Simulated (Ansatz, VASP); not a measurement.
# ZnCu in VASP and in Ansatz

```
CELL_PARAMETERS angstrom
3.12581 0.00000 0.00000
0.00000 3.12581 0.00000
0.00000 0.00000 2.90773
ATOMIC_POSITIONS crystal
Zn 0.50000 0.50000 0.50000
Cu 0.00000 0.00000 0.00000
```

Change from the starting cell: normal strain along x +0.0750, normal strain along y +0.0750.

Alike in both runs: task single point; functional PBEsol; k mesh 16 × 16 × 16; occupations gaussian, width 0.15 eV; no spin polarisation.

|  | VASP | Ansatz |
| --- | --- | --- |
| version | VASP 6.6.1 | Ansatz 0.2.0 |
| potentials or method | VASP PAW PBE potentials, release 64 (Zn, Cu), cutoff 520 eV | scalar-relativistic, plane waves, PAW |
| valence electrons in the cell | 23 | 31 |

Ansatz gave:

| Property | Result |
| --- | --- |
| gap on the k mesh at the Fermi level (eV) | none |
| pressure (GPa) | -13.7 |
| traceless stress, the component that is largest in VASP (GPa) | 0.66 |

**Question.** What did VASP give for the same quantities?

**Answer.** gap on the k mesh at the Fermi level (eV): none; pressure (GPa): -13.1; traceless stress, the component that is largest in VASP (GPa): 0.67.

VASP's potentials were made for PBE, not for PBEsol. A gap of «none» marks a metal or a gap that the smearing closes. VASP's potentials hold 23 valence electrons a cell and Ansatz's 31, so a difference there can come from the potentials and not from the codes.
